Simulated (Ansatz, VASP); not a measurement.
One calculation of RbBr, two programs

File INCAR:

```
SYSTEM = RbBr
PREC = Accurate ; ENCUT = 520
EDIFF = 1E-6 ; ISMEAR = 0
SIGMA = 0.05 ; LREAL = .False.
LASPH = .True. ; NELM = 80
ALGO = Normal ; ISIF = 2
LWAVE = .False. ; LCHARG = .False.
GGA = PS ; NBANDS = 15
```

Contents of KPOINTS:

```
regular mesh
0
Gamma
  6 6 6
  0 0 0
```

POSCAR

```
RbBr
1.0
    0.0000000000      3.5240997096      3.2421717328
    3.5240997096      0.0000000000      3.2421717328
    3.5240997096      3.5240997096      0.0000000000
Rb Br
1 1
Direct
    0.0000000000      0.0000000000      0.0000000000
    0.5000000000      0.5000000000      0.5000000000
```

Input for Ansatz:

```yaml
crystal:
  lattice:
    - [0.0, 3.5240997096, 3.2421717328]
    - [3.5240997096, 0.0, 3.2421717328]
    - [3.5240997096, 3.5240997096, 0.0]
  atoms:
    - { symbol: Rb, position: [0.0, 0.0, 0.0] }
    - { symbol: Br, position: [0.5, 0.5, 0.5] }
basis:
  ecutwfc: 420
kpoints:
  mp_grid: { grid: [6, 6, 6] }
hamiltonian:
  xc: pbesol
scf:
  occupations: { method: gaussian, width: 0.05 }
output:
  forces: true
  stress: true
  eigenvalues: true
```

Alike in both runs: task single point; functional PBEsol; k mesh 6 × 6 × 6; occupations gaussian, width 0.05 eV; no spin polarisation.

```csv
,VASP,Ansatz
version,VASP 6.6.1,Ansatz 0.2.0
potentials or method,"VASP PAW PBE potentials, release 64 (Rb_sv, Br), cutoff 520 eV","scalar-relativistic, plane waves, PAW"
valence electrons in the cell,16,16
```

```csv
,VASP,Ansatz,Ansatz less VASP
gap on the k mesh at the Fermi level (eV),4.11,4.11,+0.004
least direct gap on the mesh (eV),4.11,4.11,+0.004
pressure (GPa),0.3,0.3,-0.04
"traceless stress, the component that is largest in VASP (GPa)",1.98,1.95,-0.032
```

VASP's potentials were made for PBE, not for PBEsol. With one functional, cell and mesh, what is left measures potentials, basis and numerics.
